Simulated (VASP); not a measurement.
A run of VASP 6.6.1 is set up as follows.

INCAR

```
SYSTEM = La
PREC     = Accurate       ! precision mode
ENCUT    = 520            ! plane-wave cutoff, eV
EDIFF    = 1E-6           ! SCF threshold, eV
ISMEAR   = -1             ! smearing method
SIGMA    = 0.1            ! smearing width, eV
LREAL    = .False.        ! projectors in reciprocal space
LASPH    = .True.         ! aspherical terms in the spheres
NELM     = 100            ! most SCF steps
ALGO     = Normal         ! electronic algorithm
ISIF     = 2              ! what is computed and relaxed
LWAVE    = .False.        ! write WAVECAR
LCHARG   = .True.         ! write CHGCAR
LELF     = .True.         ! ELF
LVHAR    = .True.       
NBANDS   = 12             ! bands
```

KPOINTS

```
regular mesh
0
Gamma
  18 18 18
  0 0 0
```

POSCAR

```
La
1.0
   -2.0239797009      2.0239797009      2.0239797009
    2.0239797009     -2.0239797009      2.0239797009
    2.0239797009      2.0239797009     -2.0239797009
La
1
Direct
    0.0000000000      0.0000000000      0.0000000000
```

Potentials or basis: VASP PAW LDA potentials, release 64 (La).

The run is started by

```console
$ cat potpaw_LDA.64/La/POTCAR > POTCAR
$ mpirun -np 1 vasp_std > vasp.out
```

Q: Predict the pressure.

A: 0.0 GPa.

Q: Predict the band gap on the k mesh.

A: Zero (an odd number of electrons rules out a gap without spin polarisation).

Caveat: spin-orbit coupling is left out, which moves the levels of the heavy elements.
